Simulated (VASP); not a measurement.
Runs of VASP 6.6.1 on V. The structure is that of space group P6_3/mmc (No. 194), or close to it. The cells are those of the table. 

```csv
level,spin,fixed moment (μB),cell,k mesh,gap on the mesh (eV),pressure (GPa),moment (μB)
PBE+D3(BJ),"collinear, ferromagnetic start",-,"a = 2.567, b = 2.567, c = 4.630 Å, angles 90.0, 90.0, 120.0°, 2 atoms",12 × 12 × 6,none,0.2,0.00
PBE,"collinear, ferromagnetic start",-,"a = 2.606, b = 2.606, c = 4.701 Å, angles 90.0, 90.0, 120.0°, 2 atoms",12 × 12 × 6,none,0.2,0.00
PBE,"collinear, ferromagnetic start",-,"a = 2.587, b = 2.587, c = 4.692 Å, angles 90.0, 90.0, 120.0°, 2 atoms",12 × 12 × 6,none,(a),0.00
PBE,"collinear, ferromagnetic start",2.0,"a = 2.604, b = 2.604, c = 4.723 Å, angles 90.0, 90.0, 120.0°, 2 atoms",10 × 10 × 5,-,4.0,2.00
PBE,"collinear, ferrimagnetic start",-,"a = 2.604, b = 2.604, c = 4.723 Å, angles 90.0, 90.0, 120.0°, 2 atoms",12 × 12 × 6,none,-0.3,0.00
PBE,"collinear, ferromagnetic start",3.0,"a = 2.604, b = 2.604, c = 4.723 Å, angles 90.0, 90.0, 120.0°, 2 atoms",10 × 10 × 5,-,9.1,3.00
PBE,"collinear, ferromagnetic start",-,"a = 2.604, b = 2.604, c = 4.723 Å, angles 90.0, 90.0, 120.0°, 2 atoms",12 × 12 × 6,none,-0.3,0.00
PBE,"collinear, ferromagnetic start",-,"a = 2.569, b = 2.569, c = 4.659 Å, angles 90.0, 90.0, 120.0°, 2 atoms",12 × 12 × 6,none,7.3,0.00
```

Alike in all rows: task single point; potentials or basis VASP PAW PBE potentials, release 64 (V_sv); cutoff (eV) 520; smearing fermi-dirac 0.05 eV.

**Question.** Estimate the missing entries.

**Answer.** (a) 3.2.

Caveats: the total moment is fixed, so each spin has its own Fermi level (some runs); pairwise dispersion overbinds metals, which lowers pressure and volume (some runs).

A gap of «none» marks levels without a gap at the run's occupations.
